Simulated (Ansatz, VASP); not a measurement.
One calculation of W3N, two programs

INCAR

```
SYSTEM = W3N
ALGO     = Normal         ! electronic algorithm
EDIFF    = 1E-7           ! SCF threshold, eV
EDIFFG   = -0.01          ! ionic threshold
ENCUT    = 600            ! plane-wave cutoff, eV
GGA      = PE             ! functional
GGA_COMPAT= .False.      
IBRION   = 2              ! ionic algorithm
ISIF     = 3              ! what is computed and relaxed
ISMEAR   = 0              ! smearing method
LASPH    = .True.         ! aspherical terms in the spheres
LCHARG   = .False.        ! write CHGCAR
LREAL    = .False.        ! projectors in reciprocal space
LWAVE    = .False.        ! write WAVECAR
NELM     = 120            ! most SCF steps
NELMIN   = 4            
NSW      = 100            ! ionic steps
PREC     = Accurate       ! precision mode
SIGMA    = 0.1            ! smearing width, eV
```

File KPOINTS:

```
k-points
0
Gamma
  12 12 12
  0 0 0
```

POSCAR

```
W3N
1.0
    3.8664149305      0.0000000000      0.0000000000
    0.0000000000      3.8664149305      0.0000000000
    0.0000000000      0.0000000000      3.8664149305
W N
3 1
Direct
    0.0000000000      0.5000000000      0.5000000000
    0.5000000000      0.0000000000      0.5000000000
    0.5000000000      0.5000000000      0.0000000000
    0.0000000000      0.0000000000      0.0000000000
```

Input for Ansatz:

```yaml
crystal:
  lattice:
    - [3.8664149305, 0.0, 0.0]
    - [0.0, 3.8664149305, 0.0]
    - [0.0, 0.0, 3.8664149305]
  atoms:
    - { symbol: W, position: [0.0, 0.5, 0.5] }
    - { symbol: W, position: [0.5, 0.0, 0.5] }
    - { symbol: W, position: [0.5, 0.5, 0.0] }
    - { symbol: "N", position: [0.0, 0.0, 0.0] }
basis:
  ecutwfc: 420
kpoints:
  mp_grid: { grid: [12, 12, 12] }
hamiltonian:
  xc: pbe
scf:
  occupations: { method: gaussian, width: 0.1 }
output:
  forces: true
  stress: true
  eigenvalues: true
  write_density: true
  write_potential: true
  elf: true
  volumetric_format: npy
relax:
  adjacent_minimum: "off"
  f_tol: 0.01
  max_steps: 80
  cell: { stress_tol: 0.05 }
```

Alike in both runs: task relaxation of cell and atoms; functional PBE; k mesh 12 × 12 × 12; occupations gaussian, width 0.1 eV; no spin polarisation.

|  | VASP | Ansatz |
| --- | --- | --- |
| version | VASP 6.6.1 | Ansatz 0.2.0 |
| potentials or method | VASP PAW PBE potentials, release 64 (W_sv, N), cutoff 600 eV | scalar-relativistic, plane waves, PAW |
| valence electrons in the cell | 47 | 47 |

|  | VASP | Ansatz | Ansatz less VASP |
| --- | --- | --- | --- |
| gap on the k mesh at the Fermi level, each at its own relaxed structure (eV) | none | none | - |
| relaxed volume (Å³/atom) | 14.50 | 14.46 | -0.034 |
| relaxed cell length with the largest relative difference (Å) | 3.871 | 3.868 | -0.0030 |

A gap of «none» marks a metal or a gap that the smearing closes.

Neither program's run includes spin-orbit coupling.
